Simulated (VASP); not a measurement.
## Ti: single point with PBE

The system is Ti.

```
CELL_PARAMETERS angstrom
2.86280 0.00000 0.00000
-1.43140 2.47943 -0.01594
0.00000 -0.02924 4.61791
ATOMIC_POSITIONS crystal
Ti 0.34887 0.69773 0.30059
Ti 0.65113 0.30227 0.69941
```

This cell differs from its parent crystal: strained and its atoms moved.

- Program: VASP 6.6.1
- Task: single point
- Functional: PBE
- Potentials or basis: VASP PAW PBE potentials, release 64 (Ti_sv)
- Cutoff: 520 eV
- k mesh: 14 × 14 × 8
- Occupations: gaussian, width 0.1 eV
- Spin: no spin polarisation
- Dipole correction: no
- Further INCAR settings: ALGO = Fast; EDIFF = 1e-07; NBANDS = 19

```
Pressure               : 17.7 GPa
Largest force          : 3.762 eV/Å
Band gap on the k mesh : zero (band 12 reaches 9.34 eV, above the bottom of band 13 at 8.60 eV)
```

Forces on the atoms (eV/Å):
```
Ti   0.000 -0.026 -3.762
Ti   0.000  0.026  3.762
```

Stress tensor (GPa, compression positive):
```
11.81  0.00  0.00
 0.00 19.78  0.40
 0.00  0.40 21.63
```

Levels at points of the mesh, in eV from the Fermi level:
```
           k point  band 8  band 9  band 10  band 11  band 12  band 13  band 14  band 15  band 16  band 17
(0.00, 0.00, 0.00)  -32.22   -6.13    -3.09    -0.13     0.47     0.48     0.60     0.78     2.24     2.76
(0.50, 0.00, 0.00)  -32.31   -2.87    -2.33    -1.79    -0.27     0.22     0.77     2.07     3.71     3.72
(0.00, 0.50, 0.00)  -32.42   -2.81    -2.13    -1.42    -0.32     0.42     0.44     1.53     3.45     3.91
(0.00, 0.00, 0.50)  -32.26   -4.44    -4.17    -1.40     0.32     0.38     0.45     0.45     2.22     2.64
(0.50, 0.00, 0.50)  -32.31   -2.98    -2.34    -1.52    -0.37     0.86     1.69     2.18     2.98     3.26
(0.00, 0.50, 0.50)  -32.40   -3.01    -2.41    -1.36    -0.01     0.93     1.76     1.89     2.98     3.37
```

Wall time 9.8 min on 1 thread of Intel Xeon 6975P-C, with other jobs on the host, peak memory 0.33 GiB.

Caveat: the cell differs from its parent crystal (strained and its atoms moved); forces of over 1 eV/Å act on the atoms, so gaps and moduli don't describe the material at rest.
